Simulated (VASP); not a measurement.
Crystal: GaSb.

```
Sb Ga
1.0
    -2.75343    2.75343    1.59071
     2.75343   -2.75343    1.59071
     2.75343    2.75343   -1.59071
Sb Ga
1 1
Direct
  0.00000 0.00000 0.00000
  0.75000 0.25000 0.50000
```

* Program: VASP 6.6.1
* Task: relaxation of cell and atoms
* Functional: PBEsol
* Potentials or basis: VASP PAW PBE potentials, release 64 (Sb, Ga_d)
* Cutoff: 600 eV
* k mesh: 10 × 10 × 10
* Occupations: fermi-dirac, width 0.05 eV
* Spin: no spin polarisation

At the start: pressure -2.9 GPa; volume 24.12 Å³/atom.

Task: How do energy, volume and symmetry change on relaxing?

Result: Over 11 steps the energy falls by 12.3 meV/atom and the volume is 22.88 Å³/atom (-5.2 %); space group I-4m2 (No. 119, to 0.1 Å) before and after.

Step by step:
```tsv
step	energy change (eV)	largest force (eV/Å)	pressure (GPa)	volume (Å³)
1	0.0000	0.0000	-2.94	48.24
2	-0.0223	0.0000	0.80	45.21
3	-0.0236	0.0000	0.02	45.77
4	-0.0236	0.0000	0.12	45.72
5	-0.0243	0.0000	0.05	45.71
6	-0.0245	0.0000	0.04	45.70
7	-0.0245	0.0000	0.07	45.70
8	-0.0245	0.0000	-0.07	45.77
9	-0.0245	0.0000	0.06	45.75
10	-0.0245	0.0000	-0.03	45.76
11	-0.0245	0.0000	-0.03	45.75
```

Final structure:
```xyz
2
Lattice="-2.7188 2.7188 1.5475 2.7188 -2.7188 1.5475 2.7188 2.7188 -1.5475" Properties=species:S:1:pos:R:3 pbc="T T T"
Sb    0.0000    0.0000    0.0000
Ga    0.0000    2.7188    0.7737
```

Caveat: the PAW data sets were made with another functional, which shifts forces and pressure a little.
